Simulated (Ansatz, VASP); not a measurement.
CuO2: VASP beside Ansatz

The input INCAR:

```
SYSTEM = CuO2
PREC     = Accurate       ! precision mode
ENCUT    = 700            ! plane-wave cutoff, eV
EDIFF    = 1E-6           ! SCF threshold, eV
ISMEAR   = -1             ! smearing method
SIGMA    = 0.05           ! smearing width, eV
LREAL    = .False.        ! projectors in reciprocal space
LASPH    = .True.         ! aspherical terms in the spheres
NELM     = 120            ! most SCF steps
ALGO     = Normal         ! electronic algorithm
ISIF     = 2              ! what is computed and relaxed
LWAVE    = .False.        ! write WAVECAR
LCHARG   = .True.         ! write CHGCAR
GGA      = PE             ! functional
LELF     = .True.         ! ELF
LVHAR    = .True.       
NBANDS   = 22             ! bands
GGA_COMPAT= .False.
```

Contents of KPOINTS:

```
regular mesh
0
Gamma
  9 4 4
  0 0 0
```

The input POSCAR:

```
CuO2
1.0
    2.4212910000      0.0000000000      0.0000000000
    0.0000000000      6.4459520000      0.0000000000
    0.0000000000      0.0000000000      7.0670430000
Cu O
1 2
Direct
    0.0000000000      0.5000000000      0.0000000000
    0.0000000000      0.5000000000      0.4124350000
    0.0000000000      0.5000000000      0.5875650000
```

Input for Ansatz:

```yaml
crystal:
  lattice:
    - [2.421291, 0.0, 0.0]
    - [0.0, 6.445952, 0.0]
    - [0.0, 0.0, 7.067043]
  atoms:
    - { symbol: Cu, position: [0.0, 0.5, 0.0] }
    - { symbol: O, position: [0.0, 0.5, 0.412435] }
    - { symbol: O, position: [0.0, 0.5, 0.587565] }
kpoints:
  mp_grid:
    grid: [9, 4, 4]
hamiltonian:
  xc: pbe
scf:
  occupations:
    method: fermi_dirac
    width: 0.05
basis:
  ecutwfc: 470
output:
  stress: true
  eigenvalues: true
```

Alike in both runs: task single point; functional PBE; k mesh 9 × 4 × 4; occupations fermi-dirac, width 0.05 eV; no spin polarisation.

```csv
,VASP,Ansatz
version,VASP 6.6.1,Ansatz 0.2.0
potentials or method,"VASP PAW PBE potentials, release 64 (Cu_sv_GW, O), cutoff 700 eV","plane waves, PAW"
valence electrons in the cell,31,31
```

|  | VASP | Ansatz | Ansatz less VASP |
| --- | --- | --- | --- |
| gap on the k mesh at the Fermi level (eV) | none | none | - |
| pressure (GPa) | -1.2 | -1.2 | -0.04 |
| traceless stress, the component that is largest in VASP (GPa) | -1.95 | -1.41 | +0.538 |

A gap of «none» marks a metal or a gap that the smearing closes.

Noted on VASP's run: the standard files for N, O and F lose accuracy on very short bonds.
